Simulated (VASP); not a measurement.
# Gd (Im-3m) in VASP: a series of runs, part 2 of 2

VASP 6.6.1. Earlier steps stand in the parts before.

## (3) Single point, r2SCAN, collinear spin, ferromagnetic start

This run uses another cell than the first one, of 23.60 Å³/atom.

File POSCAR:

```
Gd
1.0
   -1.8070895333      1.8070895333      1.8070895333
    1.8070895333     -1.8070895333      1.8070895333
    1.8070895333      1.8070895333     -1.8070895333
Gd
1
Direct
    0.0000000000      0.0000000000      0.0000000000
```

File INCAR.step1:

```
SYSTEM = Gd
  PREC = Accurate
  ENCUT = 520
  ISMEAR = -1
  SIGMA = 0.05
  LREAL = .FALSE.
  LASPH = .TRUE.
  NELM = 150
  ISPIN = 2
  MAGMOM = 7
  LMAXMIX = 6
  NBANDS = 19
  GGA = PE
  ALGO = Normal
  EDIFF = 1E-4
  LWAVE = .TRUE.
  LCHARG = .FALSE.
```

File INCAR.step2:

```
SYSTEM = Gd
  PREC = Accurate
  ENCUT = 520
  EDIFF = 1E-6
  ISMEAR = -1
  SIGMA = 0.05
  LREAL = .FALSE.
  LASPH = .TRUE.
  NELM = 150
  ALGO = Normal
  ISIF = 2
  LWAVE = .FALSE.
  LCHARG = .TRUE.
  ISPIN = 2
  MAGMOM = 7
  LORBIT = 11
  LMAXMIX = 6
  METAGGA = R2SCAN
  LMIXTAU = .TRUE.
  LELF = .TRUE.
  LVHAR = .TRUE.
  NBANDS = 19
  ISTART = 1
```

File KPOINTS:

```
regular mesh
0
G
  9 9 9
  0 0 0
```

Potentials or basis: VASP PAW PBE potentials, release 64 (Gd).

Started as:

```console
> cat potpaw_PBE.64/Gd/POTCAR > POTCAR
> cp INCAR.step1 INCAR
> mpirun -np 1 vasp_std > vasp.out
> cp INCAR.step2 INCAR
> mpirun -np 1 vasp_std > vasp.out
```

OUTCAR:

```text
SYSTEM = Gd
   PREC = Accurate
   ENCUT = 520
   EDIFF = 1E-6
   ISMEAR = -1
   LREAL = .FALSE.
   LASPH = .TRUE.
   NELM = 150
   ISIF = 2
   ISPIN = 2
   LORBIT = 11
   METAGGA = R2SCAN
   ISTART = 1

 ion  position               nearest neighbor table
   1  0.000  0.000  0.000-

  LATTYP: Found a body centered cubic cell.
 ALAT       =     3.6141790666

  Lattice vectors:

 A1 = (  -1.8070895333,   1.8070895333,   1.8070895333)
 A2 = (   1.8070895333,  -1.8070895333,   1.8070895333)
 A3 = (   1.8070895333,   1.8070895333,  -1.8070895333)

Analysis of symmetry for initial positions (statically):
=====================================================================
 Subroutine PRICEL returns:
 Original cell was already a primitive cell.

 Routine SETGRP: Setting up the symmetry group for a
 body centered cubic supercell.

 Subroutine GETGRP returns: Found 48 space group operations
 (whereof 48 operations were pure point group operations)
 out of a pool of 48 trial point group operations.

The static configuration has the point symmetry O_h .

Analysis of symmetry for dynamics (positions and initial velocities):
[... 710 lines left out ...]

 k-point     1 :       0.0000    0.0000    0.0000
  band No.  band energies     occupation
      1     -38.0620      1.00000
      2     -14.7743      1.00000
      3     -14.7743      1.00000
      4     -14.7743      1.00000
      5       0.7175      1.00000
      6       6.4888      0.00000
[... 517 lines left out ...]
     18      18.9000      0.00000
     19      21.1219      0.00000

 [... further k-points ...]

------------------------ aborting loop because EDIFF is reached ----------------------------------------

  FORCE on cell =-STRESS in cart. coord.  units (eV):
  Direction    XX          YY          ZZ          XY          YZ          ZX
  --------------------------------------------------------------------------------------
  -------------------------------------------------------------------------------------
  Total        2.9608621      2.9608621      2.9608621      0.0000000      0.0000000     -0.0000000
  in kB      200.9693165    200.9693165    200.9693165      0.0000000      0.0000000     -0.0000000
  external PRESSURE =     200.9693165 kB  Pullay stress =       0.0000000 kB

 VOLUME and BASIS-vectors are now :
 -----------------------------------------------------------------------------
  energy-cutoff  :      520.00
  volume of cell :       23.60
      direct lattice vectors                 reciprocal lattice vectors
    -1.807089533  1.807089533  1.807089533     0.000000000  0.276688006  0.276688006
     1.807089533 -1.807089533  1.807089533     0.276688006  0.000000000  0.276688006
     1.807089533  1.807089533 -1.807089533     0.276688006  0.276688006  0.000000000

 POSITION                                       TOTAL-FORCE (eV/Angst)
 -----------------------------------------------------------------------------------
      0.00000      0.00000      0.00000         0.000000     -0.000000     -0.000000
 -----------------------------------------------------------------------------------
    total drift:                               -0.000000      0.000000      0.000000

  FREE ENERGIE OF THE ION-ELECTRON SYSTEM (eV)
  ---------------------------------------------------
  free  energy   TOTEN  =       -40.4571911827 eV

  energy  without entropy=      -40.4468768579  energy(sigma->0) =      -40.45203402

 total charge

# of ion       s       p       d       f       tot
--------------------------------------------------
    1        2.097   5.567   0.850   6.928  15.441

 magnetization (x)

# of ion       s       p       d       f       tot
--------------------------------------------------
    1        0.010  -0.090   0.350   6.864   7.133
```

Run time: 2.9 min. Hardware: 1 thread of Oxide Virtual Turin-like, shared host; peak memory 0.14 GiB.

What came out:

| Property | Result |
| --- | --- |
| Free energy | -40.4572 eV |
| Pressure | 20.1 GPa |
| Net moment | 7.84 μB per cell |
| Site moments | Gd +7.13 μB |
| Valence electrons inside the program's atomic spheres | Gd 15.44 |

Levels at points of the mesh, in eV from the Fermi level:
Spin up:
```tsv
k point	band 9	band 10	band 11	band 12	band 13	band 14	band 15	band 16	band 17	band 18
(0.00, 0.00, 0.00)	-4.93	-4.93	-4.93	-4.86	1.49	1.49	1.49	4.68	4.68	12.40
```
Spin down:
```tsv
k point	band 2	band 3	band 4	band 5	band 6	band 7	band 8	band 9
(0.00, 0.00, 0.00)	-19.59	-19.59	-19.59	-4.09	1.68	1.68	1.68	2.38
```

Caveat: the cell stands under pressure; the PAW data sets were made with another functional, which shifts forces and pressure a little; spin-orbit coupling is left out, which moves the levels of the heavy elements; semilocal functionals describe open f shells poorly, which spoils levels, moments and volumes.

## (4) Single point, r2SCAN, collinear spin, ferromagnetic start

This run uses another cell than the first one, of 27.03 Å³/atom.

File POSCAR:

```
Gd
1.0
   -1.8906635369      1.8906635369      1.8906635369
    1.8906635369     -1.8906635369      1.8906635369
    1.8906635369      1.8906635369     -1.8906635369
Gd
1
Direct
    0.0000000000      0.0000000000      0.0000000000
```

File INCAR.step1:

```
SYSTEM = Gd
PREC = Accurate ; ENCUT = 520
ISMEAR = -1 ; SIGMA = 0.05
LREAL = .False. ; LASPH = .True.
NELM = 150 ; ISPIN = 2
MAGMOM = 7 ; LMAXMIX = 6
NBANDS = 19 ; GGA = PE
ALGO = Normal ; EDIFF = 1E-4
LWAVE = .True. ; LCHARG = .False.
```

File INCAR.step2:

```
SYSTEM = Gd
PREC = Accurate ; ENCUT = 520
EDIFF = 1E-6 ; ISMEAR = -1
SIGMA = 0.05 ; LREAL = .False.
LASPH = .True. ; NELM = 150
ALGO = Normal ; ISIF = 2
LWAVE = .False. ; LCHARG = .True.
ISPIN = 2 ; MAGMOM = 7
LORBIT = 11 ; LMAXMIX = 6
METAGGA = R2SCAN ; LMIXTAU = .True.
LELF = .True. ; LVHAR = .True.
NBANDS = 19 ; ISTART = 1
```

File KPOINTS:

```
regular mesh
0
Gamma
  9 9 9
  0 0 0
```

Started as:

```console
> cat potpaw_PBE.64/Gd/POTCAR > POTCAR
> cp INCAR.step1 INCAR
> mpirun -np 1 vasp_std > vasp.out
> cp INCAR.step2 INCAR
> mpirun -np 1 vasp_std > vasp.out
```

Wall time 2.5 min (1 thread of Oxide Virtual Turin-like, shared host); peak memory 0.15 GiB.

The run converged. Its results:

| Item | Value |
| --- | --- |
| Free energy | -40.7753 eV |
| Pressure | 10.0 GPa |
| Net moment | 7.91 μB per cell |
| Site moments | Gd +7.13 μB |
| Valence electrons inside the program's atomic spheres | Gd 15.33 |

Levels at points of the mesh, in eV from the Fermi level:
Spin up:
```tsv
k point	band 10	band 11	band 12	band 13	band 14	band 15	band 16	band 17
(0.00, 0.00, 0.00)	-5.19	-5.19	-5.14	1.43	1.43	1.43	4.24	4.24
```
Spin down:
| k point | band 3 | band 4 | band 5 | band 6 | band 7 | band 8 |
| --- | --- | --- | --- | --- | --- | --- |
| (0.00, 0.00, 0.00) | -20.02 | -20.02 | -4.17 | 1.59 | 1.59 | 1.59 |

Caveat: the cell stands under pressure; the PAW data sets were made with another functional, which shifts forces and pressure a little; spin-orbit coupling is left out, which moves the levels of the heavy elements; semilocal functionals describe open f shells poorly, which spoils levels, moments and volumes. The state reached can hang on the start; a lower one may exist.

## (5) Single point, r2SCAN, collinear spin, ferromagnetic start

This run uses another cell than the first one, of 29.64 Å³/atom.

File POSCAR:

```
Gd
1.0
   -1.9496294765      1.9496294765      1.9496294765
    1.9496294765     -1.9496294765      1.9496294765
    1.9496294765      1.9496294765     -1.9496294765
Gd
1
Direct
    0.0000000000      0.0000000000      0.0000000000
```

File INCAR.step1:

```
PREC = Accurate
ENCUT = 520
ISMEAR = -1
SIGMA = 0.05
LREAL = F
LASPH = T
NELM = 150
ISPIN = 2
MAGMOM = 7
LMAXMIX = 6
NBANDS = 19
GGA = PE
ALGO = Normal
EDIFF = 1E-4
LWAVE = T
LCHARG = F
```

File INCAR.step2:

```
PREC = Accurate
ENCUT = 520
EDIFF = 1E-7
ISMEAR = -1
SIGMA = 0.05
LREAL = F
LASPH = T
NELM = 150
ALGO = Normal
ISIF = 2
LWAVE = F
LCHARG = T
ISPIN = 2
MAGMOM = 7
LORBIT = 11
LMAXMIX = 6
METAGGA = R2SCAN
LMIXTAU = T
LELF = T
LVHAR = T
NBANDS = 19
ISTART = 1
```

File KPOINTS:

```
Automatic mesh
0
Gamma
  9 9 9
```

Potentials or basis: VASP PAW PBE potentials, release 64 (Gd).

Started as:

```console
> cat potpaw_PBE.64/Gd/POTCAR > POTCAR
> cp INCAR.step1 INCAR
> mpirun -np 1 vasp_std > vasp.out
> cp INCAR.step2 INCAR
> mpirun -np 1 vasp_std > vasp.out
```

OUTCAR:

```text
PREC = Accurate
   ENCUT = 520
   EDIFF = 1E-7
   ISMEAR = -1
   LREAL = F
   LASPH = T
   NELM = 150
   ISIF = 2
   ISPIN = 2
   LORBIT = 11
   METAGGA = R2SCAN
   ISTART = 1

 ion  position               nearest neighbor table
   1  0.000  0.000  0.000-

  LATTYP: Found a body centered cubic cell.
 ALAT       =     3.8992589530

  Lattice vectors:

 A1 = (  -1.9496294765,   1.9496294765,   1.9496294765)
 A2 = (   1.9496294765,  -1.9496294765,   1.9496294765)
 A3 = (   1.9496294765,   1.9496294765,  -1.9496294765)

Analysis of symmetry for initial positions (statically):
=====================================================================
 Subroutine PRICEL returns:
 Original cell was already a primitive cell.

 Routine SETGRP: Setting up the symmetry group for a
 body centered cubic supercell.

 Subroutine GETGRP returns: Found 48 space group operations
 (whereof 48 operations were pure point group operations)
 out of a pool of 48 trial point group operations.

The static configuration has the point symmetry O_h .

Analysis of symmetry for dynamics (positions and initial velocities):
[... 711 lines left out ...]

 k-point     1 :       0.0000    0.0000    0.0000
  band No.  band energies     occupation
      1     -39.5399      1.00000
      2     -16.7789      1.00000
      3     -16.7789      1.00000
      4     -16.7789      1.00000
      5      -0.6014      1.00000
      6       5.0255      0.00000
[... 517 lines left out ...]
     18      14.7264      0.00000
     19      16.9812      0.00000

 [... further k-points ...]

------------------------ aborting loop because EDIFF is reached ----------------------------------------

  FORCE on cell =-STRESS in cart. coord.  units (eV):
  Direction    XX          YY          ZZ          XY          YZ          ZX
  --------------------------------------------------------------------------------------
  -------------------------------------------------------------------------------------
  Total        0.9263561      0.9263561      0.9263561      0.0000000     -0.0000000     -0.0000000
  in kB       50.0693897     50.0693897     50.0693897      0.0000000     -0.0000000     -0.0000000
  external PRESSURE =      50.0693897 kB  Pullay stress =       0.0000000 kB

 VOLUME and BASIS-vectors are now :
 -----------------------------------------------------------------------------
  energy-cutoff  :      520.00
  volume of cell :       29.64
      direct lattice vectors                 reciprocal lattice vectors
    -1.949629476  1.949629476  1.949629476     0.000000000  0.256458987  0.256458987
     1.949629476 -1.949629476  1.949629476     0.256458987  0.000000000  0.256458987
     1.949629476  1.949629476 -1.949629476     0.256458987  0.256458987  0.000000000

 POSITION                                       TOTAL-FORCE (eV/Angst)
 -----------------------------------------------------------------------------------
      0.00000      0.00000      0.00000         0.000000      0.000000      0.000000
 -----------------------------------------------------------------------------------
    total drift:                                0.000000     -0.000000      0.000000

  FREE ENERGIE OF THE ION-ELECTRON SYSTEM (eV)
  ---------------------------------------------------
  free  energy   TOTEN  =       -40.8962916344 eV

  energy  without entropy=      -40.8831540619  energy(sigma->0) =      -40.88972285

 total charge

# of ion       s       p       d       f       tot
--------------------------------------------------
    1        2.081   5.589   0.673   6.924  15.266

 magnetization (x)

# of ion       s       p       d       f       tot
--------------------------------------------------
    1        0.004  -0.093   0.324   6.891   7.126
```

OUTCAR.step1:

```text
PREC = Accurate
   ENCUT = 520
   ISMEAR = -1
   LREAL = F
   LASPH = T
   NELM = 150
[... 1291 lines left out ...]

 POSITION                                       TOTAL-FORCE (eV/Angst)
 -----------------------------------------------------------------------------------
      0.00000      0.00000      0.00000        -0.000000     -0.000000     -0.000000
 -----------------------------------------------------------------------------------
    total drift:                                0.000000     -0.000000      0.000000

  FREE ENERGIE OF THE ION-ELECTRON SYSTEM (eV)
  ---------------------------------------------------
  free  energy   TOTEN  =       -11.5831837831 eV

  energy  without entropy=      -11.5684800334  energy(sigma->0) =      -11.57583191
```

OSZICAR.step1:

```text
N       E                     dE             d eps       ncg     rms          rms(c)
DAV:   1     0.948297802945E+02    0.94830E+02   -0.63690E+03  3396   0.479E+03
DAV:   2     0.486403293108E+01   -0.89966E+02   -0.79259E+02  3276   0.325E+02
DAV:   3    -0.793664896935E+01   -0.12801E+02   -0.12472E+02  4005   0.986E+01
DAV:   4    -0.951485207982E+01   -0.15782E+01   -0.15678E+01  5205   0.271E+01
DAV:   5    -0.959427429008E+01   -0.79422E-01   -0.79305E-01  4465   0.664E+00    0.397E+01
DAV:   6    -0.144632776099E+02   -0.48690E+01   -0.19781E+01  3482   0.154E+02    0.810E+01
DAV:   7    -0.115796473677E+02    0.28836E+01   -0.57877E+00  3185   0.444E+01    0.279E+01
DAV:   8    -0.115575296011E+02    0.22118E-01   -0.71534E-01  4145   0.223E+01    0.227E+01
DAV:   9    -0.145118830106E+02   -0.29544E+01   -0.89767E+00  3316   0.397E+01    0.599E+01
DAV:  10    -0.115688717092E+02    0.29430E+01   -0.41483E+00  3307   0.347E+01    0.861E+00
DAV:  11    -0.115899222267E+02   -0.21051E-01   -0.14402E-01  5074   0.426E+00    0.852E+00
DAV:  12    -0.115831244150E+02    0.67978E-02   -0.11685E-02  4842   0.151E+00    0.858E+00
DAV:  13    -0.115831837831E+02   -0.59368E-04   -0.49472E-04  3375   0.122E-01
   1 F= -.11583184E+02 E0= -.11575832E+02  d E =-.147037E-01  mag=     7.5766
```

It took 3.5 min on 1 thread of Oxide Virtual Turin-like, shared host; peak memory 0.18 GiB.

What came out:

```
Free energy                                           : -40.8963 eV
Pressure                                              : 5.0 GPa
Band gap on the k mesh                                : zero (filled and empty bands overlap)
Net moment                                            : 7.96 μB per cell
Site moments                                          : Gd +7.13 μB
Valence electrons inside the program's atomic spheres : Gd 15.27
```

Levels at points of the mesh, in eV from the Fermi level:
Spin up:
| k point | band 11 | band 12 | band 13 | band 14 | band 15 | band 16 |
| --- | --- | --- | --- | --- | --- | --- |
| (0.00, 0.00, 0.00) | -5.39 | -5.36 | 1.38 | 1.38 | 1.38 | 3.95 |
Spin down:
| k point | band 3 | band 4 | band 5 | band 6 | band 7 | band 8 |
| --- | --- | --- | --- | --- | --- | --- |
| (0.00, 0.00, 0.00) | -20.31 | -20.31 | -4.13 | 1.49 | 1.49 | 1.49 |

Caveat: the cell stands under pressure; the PAW data sets were made with another functional, which shifts forces and pressure a little; spin-orbit coupling is left out, which moves the levels of the heavy elements; semilocal functionals describe open f shells poorly, which spoils levels, moments and volumes.

## (6) Summary

| cell | gap on the mesh (eV) | pressure (GPa) | moment (μB) |
| --- | --- | --- | --- |
| a = 3.020 Å, angles 109.5°, 1 atom | none | 30.1 | 7.79 |
| a = 3.130 Å, angles 109.5°, 1 atom | none | 20.1 | 7.84 |
| a = 3.275 Å, angles 109.5°, 1 atom | none | 10.0 | 7.91 |
| a = 3.377 Å, angles 109.5°, 1 atom | none | 5.0 | 7.96 |

Alike in all rows: task single point; level r2SCAN; potentials or basis VASP PAW PBE potentials, release 64 (Gd); spin collinear, ferromagnetic start; k mesh 9 × 9 × 9; cutoff (eV) 520; smearing fermi-dirac 0.05 eV.

Caveats: the cell stands under pressure; the PAW data sets were made with another functional, which shifts forces and pressure a little; spin-orbit coupling is left out, which moves the levels of the heavy elements; semilocal functionals describe open f shells poorly, which spoils levels, moments and volumes.

Total energies depend on the potentials used, so only differences within one code and one set of settings carry meaning.
